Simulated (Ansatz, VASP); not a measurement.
**SnO in VASP and in Ansatz**

```
Sn O
1.0
    -2.69244    2.69253    0.00000
    -2.69244   -2.69253    0.00000
     0.00000    0.00000   10.87555
Sn O
4 4
Direct
  0.00007 0.99993 0.61227
  0.99993 0.00007 0.15825
  0.49993 0.50007 0.85532
  0.50007 0.49993 0.40129
  0.99990 0.50010 0.05276
  0.00010 0.49990 0.50678
  0.49990 0.00010 0.05276
  0.50010 0.99990 0.50678
```

Alike in both runs: task single point; functional r2SCAN; k mesh 9 × 9 × 4; occupations gaussian, width 0.03 eV; no spin polarisation.

|  | VASP | Ansatz |
| --- | --- | --- |
| version | VASP 6.6.1 | Ansatz 0.2.0 |
| potentials or method | VASP PAW PBE potentials, release 64 (Sn_d, O), cutoff 520 eV | scalar-relativistic, plane waves, PAW |
| valence electrons in the cell | 80 | 80 |

VASP gave:

- gap on the k mesh at the Fermi level (eV): none
- pressure (GPa): -6.8
- traceless stress, the component that is largest in VASP (GPa): -6.56
- rms of the force components (eV/Å): 1.080

**Question.** Estimate Ansatz's values.

**Answer.** gap on the k mesh at the Fermi level (eV): none; pressure (GPa): -7.2; traceless stress, the component that is largest in VASP (GPa): -6.52; rms of the force components (eV/Å): 1.088.

VASP's potentials were made for PBE, not for r2SCAN. Atom by atom the forces differ by 0.049 eV/Å (rms over components). A gap of «none» marks a metal or a gap that the smearing closes. With one functional, cell and mesh, what is left measures potentials, basis and numerics.
